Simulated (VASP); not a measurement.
The system is AlN.

```
CELL_PARAMETERS angstrom
3.05770 0.00000 0.00000
-1.52885 2.64805 0.00000
0.00000 0.00000 4.54810
ATOMIC_POSITIONS crystal
Al 0.33333 0.66667 0.00152
Al 0.66667 0.33333 0.50152
N 0.33333 0.66667 0.38348
N 0.66667 0.33333 0.88348
```

| Item | Value |
| --- | --- |
| Program | VASP 6.6.1 |
| Task | relaxation of the atoms |
| Functional | LDA |
| Potentials or basis | VASP PAW LDA potentials, release 64 (Al, N) |
| Cutoff | 520 eV |
| k mesh | 9 × 9 × 6 |
| Occupations | gaussian, width 0.05 eV |
| Spin | no spin polarisation |

At the start: pressure 28.6 GPa; volume 9.21 Å³/atom.

Task: Where does the relaxation end?

Result: Over 3 steps the energy falls by 41.8 meV/atom; space group P6_3mc (No. 186, to 0.1 Å) before and after.

The path:
| step | energy change (eV) | largest force (eV/Å) | pressure (GPa) |
| --- | --- | --- | --- |
| 1 | 0.0000 | 1.9114 | 28.63 |
| 2 | -0.0821 | 0.8652 | 24.02 |
| 3 | -0.1672 | 0.0028 | 25.01 |

Final structure:
```
Al N
1.0
     3.05770    0.00000    0.00000
    -1.52885    2.64805    0.00000
     0.00000    0.00000    4.54810
Al N
2 2
Direct
  0.33333 0.66667 0.99085
  0.66667 0.33333 0.49085
  0.33333 0.66667 0.39415
  0.66667 0.33333 0.89415
```
